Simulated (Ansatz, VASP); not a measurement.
# One calculation of Au2S3, two programs

```
S Au
1.0
     3.49950    0.00000    0.00000
    -1.74975    3.03066    0.00000
     0.00000    0.00000    8.57990
S Au
3 2
Direct
  0.00000 0.00000 0.00000
  0.33333 0.66667 0.33600
  0.66667 0.33333 0.66400
  0.66667 0.33333 0.16800
  0.33333 0.66667 0.83200
```

Alike in both runs: task relaxation of cell and atoms; functional PBE; dispersion D3(BJ); k mesh 6 × 6 × 2; occupations gaussian, width 0.1 eV; no spin polarisation.

|  | VASP | Ansatz |
| --- | --- | --- |
| version | VASP 6.6.1 | Ansatz 0.2.0 |
| potentials or method | VASP PAW PBE potentials, release 64 (S, Au), cutoff 600 eV | scalar-relativistic, plane waves, PAW |
| valence electrons in the cell | 40 | 56 |

Ansatz gave:

- gap on the k mesh at the Fermi level, each at its own relaxed structure (eV): none
- relaxed volume (Å³/atom): 18.68
- relaxed length of the cell vector where the two differ most in proportion (Å): 8.007

**Question.** What did VASP give for the same quantities?

**Answer.** gap on the k mesh at the Fermi level, each at its own relaxed structure (eV): none; relaxed volume (Å³/atom): 18.54; relaxed length of the cell vector where the two differ most in proportion (Å): 7.987.

A gap of «none» marks a metal or a gap that the smearing closes. VASP's potentials hold 40 valence electrons a cell and Ansatz's 56, so a difference there can come from the potentials and not from the codes.

The k mesh is coarse, so the values compare programs but aren't converged. Spin-orbit coupling is off throughout.
